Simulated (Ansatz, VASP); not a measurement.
## One calculation of AlRu, two programs

```
Ru Al
1.0
     3.00436    0.00000    0.00000
     0.00000    4.24880    0.00000
     0.00000    0.00000   18.12440
Ru Al
2 2
Direct
  0.75000 0.00000 0.44139
  0.75000 0.50000 0.55861
  0.25000 0.50000 0.44139
  0.25000 0.00000 0.55861
```

Alike in both runs: task single point; functional PBE; k mesh 12 × 9 × 1; occupations fermi-dirac, width 0.1 eV; no spin polarisation.

|  | VASP | Ansatz |
| --- | --- | --- |
| version | VASP 6.6.1 | Ansatz 0.2.0 |
| potentials or method | VASP PAW PBE potentials, release 64 (Ru_pv, Al), cutoff 520 eV | all-electron LAPW, scalar-relativistic |

|  | VASP | Ansatz | Ansatz less VASP |
| --- | --- | --- | --- |
| rms of the force components (eV/Å) | 0.136 | 0.140 | +0.0047 |

Ansatz ran all-electron here, and VASP with PAW potentials.
